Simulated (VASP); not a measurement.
# Nb3N in VASP: relaxation of the atoms with PBE

Aim: the relaxation of the atoms of Nb3N with PBE.

All numbers are computed with VASP 6.6.1; they aren't measurements. Logs are shortened: lines on timing, memory, paths and dates and some standing lists are left out, and cuts for length are marked.

**1. The cell of the first run**

The cell holds a slab with vacuum, 4 atoms: a = 2.983 Å, b = 2.983 Å, c = 19.745 Å, α = 90.00°, β = 90.00°, γ = 90.00°.

**2. Relaxation of the atoms, PBE**

The input, INCAR:

```
PREC = Accurate ; ENCUT = 520
EDIFF = 1E-6 ; ISMEAR = 0
SIGMA = 0.1 ; LREAL = False
LASPH = True ; NELM = 60
ALGO = Normal ; ISIF = 2
LWAVE = False ; LCHARG = False
LDIPOL = True ; IDIPOL = 3
DIPOL = 0.5 0.5 0.367 ; GGA = PE
IBRION = 2 ; NSW = 36
EDIFFG = -0.025
```

The input, KPOINTS:

```
regular mesh
0
Gamma
  9 9 1
```

The input, POSCAR:

```
Nb3N
1.0
    2.9829001615      0.0000000000      0.0000000000
    0.0000000000      2.9829001615      0.0000000000
    0.0000000000      0.0000000000     19.7446861459
Nb N
3 1
Selective dynamics
Direct
    0.5000000000      0.5000000000      0.2025861526  F F F
    0.0000000000      0.0000000000      0.3100743693  F F F
    0.5000000000      0.5000000000      0.4175648114  F F F
    0.5000000000      0.5000000000      0.5370906414  F F T
```

Potentials or basis: VASP PAW PBE potentials, release 64 (Nb_sv, N).

Started as:

```sh
$ cat potpaw_PBE.64/Nb_sv/POTCAR potpaw_PBE.64/N/POTCAR > POTCAR
$ mpirun -np 1 vasp_std > vasp.out
```

OUTCAR:

```text
PREC = Accurate
   ENCUT = 520
   EDIFF = 1E-6
   ISMEAR = 0
   LREAL = False
   LASPH = True
   NELM = 60
   ISIF = 2
   GGA = PE
   IBRION = 2
   NSW = 36
   EDIFFG = -0.025

 ion  position               nearest neighbor table
   1  0.500  0.500  0.203-   2 2.99   2 2.99   2 2.99   2 2.99
   2  0.000  0.000  0.310-   1 2.99   1 2.99   1 2.99   1 2.99   3 2.99   3 2.99   3 2.99   3 2.99

   3  0.500  0.500  0.418-   4 2.36   2 2.99   2 2.99   2 2.99   2 2.99
   4  0.500  0.500  0.537-   3 2.36

  LATTYP: Found a simple tetragonal cell.
 ALAT       =     2.9829001615
 C/A-ratio  =     6.6192916547

  Lattice vectors:

 A1 = (   2.9829001615,   0.0000000000,   0.0000000000)
 A2 = (   0.0000000000,   2.9829001615,   0.0000000000)
 A3 = (   0.0000000000,   0.0000000000,  19.7446861459)

Analysis of symmetry for initial positions (statically):
=====================================================================
 Subroutine PRICEL returns:
 Original cell was already a primitive cell.

 Routine SETGRP: Setting up the symmetry group for a
 simple tetragonal supercell.

 Subroutine GETGRP returns: Found  8 space group operations
 (whereof  8 operations were pure point group operations)
 out of a pool of 16 trial point group operations.

The static configuration has the point symmetry C_4v.

Analysis of symmetry for dynamics (positions and initial velocities):
=====================================================================
 Subroutine PRICEL returns:
 Original cell was already a primitive cell.

 Routine SETGRP: Setting up the symmetry group for a
 simple tetragonal supercell.

 Subroutine GETGRP returns: Found  8 space group operations
 (whereof  8 operations were pure point group operations)
 out of a pool of 16 trial point group operations.

The dynamic configuration has the point symmetry C_4v.

Analysis of constrained symmetry for selective dynamics:
=====================================================================
 Subroutine PRICEL returns:
 Original cell was already a primitive cell.

 Routine SETGRP: Setting up the symmetry group for a
 simple tetragonal supercell.

 Subroutine GETGRP returns: Found  8 space group operations
 (whereof  8 operations were pure point group operations)
 out of a pool of 16 trial point group operations.

The constrained configuration has the point symmetry C_4v.

 Subroutine INISYM returns: Found  8 space group operations
 (whereof  8 operations are pure point group operations),
 and found     1 'primitive' translations

----------------------------------------------------------------------------------------

                                     Primitive cell

  volume of cell :     175.6822

  direct lattice vectors                    reciprocal lattice vectors
     2.982900161  0.000000000  0.000000000     0.335244207  0.000000000  0.000000000
     0.000000000  2.982900161  0.000000000     0.000000000  0.335244207  0.000000000
     0.000000000  0.000000000 19.744686146     0.000000000  0.000000000  0.050646538

  length of vectors
     2.982900161  2.982900161 19.744686146     0.335244207  0.335244207  0.050646538

  position of ions in fractional coordinates (direct lattice)
     0.500000000  0.500000000  0.202586153
     0.000000000  0.000000000  0.310074369
     0.500000000  0.500000000  0.417564811
     0.500000000  0.500000000  0.537090641

  ion indices of the primitive-cell ions
   primitive index   ion index
                 1           1
                 2           2
                 3           3
                 4           4

----------------------------------------------------------------------------------------

 KPOINTS: regular mesh

Automatic generation of k-mesh.
 Grid dimensions read from file:
 generate k-points for:    9    9    1

 Generating k-lattice:

  Cartesian coordinates                     Fractional coordinates (reciprocal lattice)
     0.037249356  0.000000000  0.000000000     0.111111111  0.000000000  0.000000000
     0.000000000  0.037249356  0.000000000     0.000000000  0.111111111  0.000000000
     0.000000000  0.000000000  0.050646538     0.000000000  0.000000000  1.000000000

  Length of vectors
     0.037249356  0.037249356  0.050646538

  Shift w.r.t. Gamma in fractional coordinates (k-lattice)
     0.000000000  0.000000000  0.000000000

 Subroutine IBZKPT returns following result:
 ===========================================

 Found     15 irreducible k-points:

 Following reciprocal coordinates:
            Coordinates               Weight
  0.000000  0.000000  0.000000      1.000000
  0.111111  0.000000  0.000000      4.000000
  0.222222  0.000000  0.000000      4.000000
  0.333333  0.000000  0.000000      4.000000
  0.444444  0.000000  0.000000      4.000000
  0.111111  0.111111  0.000000      4.000000
  0.222222  0.111111  0.000000      8.000000
  0.333333  0.111111  0.000000      8.000000
  0.444444  0.111111  0.000000      8.000000
  0.222222  0.222222  0.000000      4.000000
  0.333333  0.222222  0.000000      8.000000
  0.444444  0.222222  0.000000      8.000000
  0.333333  0.333333  0.000000      4.000000
  0.444444  0.333333  0.000000      8.000000
  0.444444  0.444444  0.000000      4.000000
   k-points           NKPTS =     15   k-points in BZ     NKDIM =     15   number of bands    NBANDS=     26
   number of dos      NEDOS =    301   number of ions     NIONS =      4
   total plane-waves  NPLWV =  86400
   dimension x,y,z NGX =    24 NGY =   24 NGZ =  150
   dimension x,y,z NGXF=    48 NGYF=   48 NGZF=  300
   ions per type =               3   1
   NGX,Y,Z   is equivalent  to a cutoff of  13.38, 13.38, 12.63 a.u.
   NGXF,Y,Z  is equivalent  to a cutoff of  26.75, 26.75, 25.26 a.u.
 SYSTEM =  unknown system
   PREC   = accura    normal or accurate (medium, high low for compatibility)
   ISTART =      0    job   : 0-new  1-cont  2-samecut
   ICHARG =      2    charge: 1-file 2-atom 10-const
   ISPIN  =      1    spin polarized calculation?
   LNONCOLLINEAR =      F non collinear calculations
   LSORBIT =      F    spin-orbit coupling
   LASPH  =      T    aspherical Exc in radial PAW
   ENCUT  =  520.0 eV  38.22 Ry    6.18 a.u.   5.55  5.55 36.71*2*pi/ulx,y,z
   NELM   =     60;   NELMIN=  2; NELMDL= -5     # of ELM steps
   EDIFF  = 0.1E-05   stopping-criterion for ELM
   LREAL  =      F    real-space projection
   EDIFFG = -.3E-01   stopping-criterion for IOM
   NSW    =     36    number of steps for IOM
   IBRION =      2    ionic relax: 0-MD 1-quasi-New 2-CG
   NFREE  =      1    steps in history (QN), initial steepest desc. (CG)
   ISIF   =      2    stress and relaxation
   ISYM   =      2    0-nonsym 1-usesym 2-fastsym
   POTIM  = 0.5000    time-step for ionic-motion
   TEBEG  =    0.0;   TEEND  =   0.0 temperature during run
   PSTRESS=    0.0 pullay stress
   NELECT =      44.0000    total number of electrons
   NUPDOWN=      -1.0000    fix difference up-down
   EMIN   =  10.00;   EMAX   =-10.00  energy-range for DOS
   EFERMI =   0.00;   METHOD = LEGACY
   ISMEAR =     0;   SIGMA  =   0.10  broadening in eV -4-tet -1-fermi 0-gaus
   EFERMI_NEDOS =   21; number of points for ismear=-14 and -15
   IALGO  =     38    algorithm
   IMIX   =      4    mixing-type and parameters
     AMIX     =   0.40;   BMIX     =  1.00
     AMIX_MAG =   1.60;   BMIX_MAG =  1.00
  volume/ion in A,a.u.               =      43.92       296.39
  Fermi-wavevector in a.u.,A,eV,Ry     =   1.031929  1.950063 14.488538  1.064878
  Thomas-Fermi vector in A             =   2.166102
   LORBIT       =      0    0 simple, 1 ext, 2 COOP (PROOUT), +10 PAW based schemes
   GGA     = PE    functional components
   LHFCALC =     F    Hartree Fock is set to
   AEXX    =    0.0000 exact exchange contribution
   IVDW    =     0    specifies the selected vdW correction
   LEPSILON=     F    determine dielectric tensor
   LRPA    =     F    only Hartree local field effects (RPA)
 conjugate gradient relaxation of ions
 non-spin polarized calculation
 Gauss-broadening in eV      SIGMA  =   0.10
  energy-cutoff  :      520.00
  volume of cell :      175.68
 maximum number of plane-waves:      4765
 NGX is ok and might be reduce to    24
   NGX = 11   NGY = 11   NGZ = 73

--------------------------------------- Ionic step        1  -------------------------------------------

 number of electron      44.0000004 magnetization

 Free energy of the ion-electron system (eV)
  ---------------------------------------------------
  ext. energy  EPLUGINS =         0.00000000
  ---------------------------------------------------
  free energy    TOTEN  =       -32.09978420 eV

  energy without entropy =      -32.06867376  energy(sigma->0) =      -32.08422898

------------------------ aborting loop because EDIFF is reached ----------------------------------------

  FORCE on cell =-STRESS in cart. coord.  units (eV):
  Direction    XX          YY          ZZ          XY          YZ          ZX
  --------------------------------------------------------------------------------------
  -------------------------------------------------------------------------------------
  Total       -5.9597808     -5.9597808     -9.8046409      0.0000000     -0.0000000      0.0000000
  in kB      -54.3517082    -54.3517082    -89.4158697      0.0000000     -0.0000000      0.0000000
  external PRESSURE =     -66.0397620 kB  Pullay stress =       0.0000000 kB
[... 95 lines left out ...]
  FREE ENERGIE OF THE ION-ELECTRON SYSTEM (eV)
  ---------------------------------------------------
  free  energy   TOTEN  =       -34.1862253389 eV

  energy  without entropy=      -34.1570876285  energy(sigma->0) =      -34.17165648

 dipolmoment           0.000000      0.000000     -0.783071 electrons x Angstroem

[... ionic steps 4 to 12 ...]

--------------------------------------- Ionic step       13  -------------------------------------------

 number of electron      44.0000005 magnetization

------------------------ aborting loop because EDIFF is reached ----------------------------------------

  FORCE on cell =-STRESS in cart. coord.  units (eV):
  Direction    XX          YY          ZZ          XY          YZ          ZX
  --------------------------------------------------------------------------------------
  -------------------------------------------------------------------------------------
  Total       -1.5606743     -1.5606743      0.8994162      0.0000000      0.0000000      0.0000000
  in kB      -14.2329589    -14.2329589      8.2024506      0.0000000      0.0000000      0.0000000
  external PRESSURE =      -6.7544891 kB  Pullay stress =       0.0000000 kB
[... 61 lines left out ...]
  energy  without entropy=      -34.3359201296  energy(sigma->0) =      -34.35100711

--------------------------------------- Ionic step       15  -------------------------------------------

 number of electron      44.0000004 magnetization

 dipolmoment           0.000000      0.000000      0.188073 electrons x Angstroem

 Free energy of the ion-electron system (eV)
  ---------------------------------------------------
  ext. energy  EPLUGINS =         0.00000000
  ---------------------------------------------------
  free energy    TOTEN  =       -34.36610361 eV

  energy without entropy =      -34.33595638  energy(sigma->0) =      -34.35102999

 E-fermi :  -0.4211     XC(G=0):  -5.4738

 val. band max:       -0.4705202043   @ k =   0.3333   0.3333   0.0000
 cond. band min:      -0.4157266824   @ k =   0.3333   0.1111   0.0000
 fundamental gap:      0.0547935219
 Fermi energy:        -0.4211085120

 k-point     1 :       0.0000    0.0000    0.0000
  band No.  band energies     occupation
      1     -55.5085      2.00000
      2     -55.1874      2.00000
      3     -54.1835      2.00000
      4     -31.7462      2.00000
      5     -31.2210      2.00000
      6     -31.2210      2.00000
[... 424 lines left out ...]
     25       2.6174      0.00000
     26       2.8106      0.00000

------------------------ aborting loop because EDIFF is reached ----------------------------------------

 vacuum level on the upper side and lower side of the slab       (xc-potential included)         1.694        -2.107

  FORCE on cell =-STRESS in cart. coord.  units (eV):
  Direction    XX          YY          ZZ          XY          YZ          ZX
  --------------------------------------------------------------------------------------
  -------------------------------------------------------------------------------------
  Total       -1.5432249     -1.5432249      1.0696433      0.0000000      0.0000000     -0.0000000
  in kB      -14.0738243    -14.0738243      9.7548786      0.0000000      0.0000000     -0.0000000
  external PRESSURE =      -6.1309233 kB  Pullay stress =       0.0000000 kB

 VOLUME and BASIS-vectors are now :
 -----------------------------------------------------------------------------
  energy-cutoff  :      520.00
  volume of cell :      175.68
      direct lattice vectors                 reciprocal lattice vectors
     2.982900161  0.000000000  0.000000000     0.335244207  0.000000000  0.000000000
     0.000000000  2.982900161  0.000000000     0.000000000  0.335244207  0.000000000
     0.000000000  0.000000000 19.744686146     0.000000000  0.000000000  0.050646538
[... 10 lines left out ...]
  FREE ENERGIE OF THE ION-ELECTRON SYSTEM (eV)
  ---------------------------------------------------
  free  energy   TOTEN  =       -34.3661036058 eV

  energy  without entropy=      -34.3359563829  energy(sigma->0) =      -34.35102999

 reached required accuracy - stopping structural energy minimisation

 vacuum level on the upper side and lower side of the slab         7.754         3.773
```

Run time: 24 min. Hardware: 1 thread of Intel Xeon 8259CL, shared host; peak memory 0.32 GiB.

Results:

* Free energy: -34.3661 eV
* Energy gained by relaxing: 566.6 meV/atom
* Ionic steps: 15
* Band gap on the k mesh: zero (bands 22 and 23 overlap by 0.44 eV)

Step by step:
| step | energy change (eV) | largest force on free atoms (eV/Å) | pressure (GPa) |
| --- | --- | --- | --- |
| 1 | 0.0000 | 3.8943 | -6.60 |
| 2 | -0.7489 | 4.0573 | -5.91 |
| 3 | -2.0864 | 4.4314 | 1.77 |
| 4 | -1.8004 | 3.3826 | -3.84 |
| 5 | -2.2061 | 1.8431 | -1.86 |
| 6 | -2.2621 | 0.5906 | -0.30 |
| 7 | -2.2661 | 0.1337 | -0.73 |
| 8 | -2.2661 | 0.1218 | -0.71 |
| 9 | -2.2662 | 0.0875 | -0.68 |
| 10 | -2.2662 | 0.0809 | -0.69 |
| 11 | -2.2662 | 0.0769 | -0.69 |
| 12 | -2.2663 | 0.0718 | -0.68 |
| 13 | -2.2663 | 0.0592 | -0.68 |
| 14 | -2.2663 | 0.0319 | -0.66 |
| 15 | -2.2663 | 0.0163 | -0.61 |

Final structure:
```xyz
4
Lattice="2.9829 0.0000 0.0000 0.0000 2.9829 0.0000 0.0000 0.0000 19.7447" Properties=species:S:1:pos:R:3 pbc="T T T"
Nb    1.4915    1.4915    4.0000
Nb    0.0000    0.0000    6.1223
Nb    1.4915    1.4915    8.2447
N     1.4915    1.4915    9.9406
```

Levels at points of the mesh, in eV from the Fermi level:
```
           k point  band 19  band 20  band 21  band 22  band 23  band 24  band 25  band 26
(0.00, 0.00, 0.00)    -1.13    -0.51    -0.51    -0.38     0.01     0.94     0.94     1.73
```
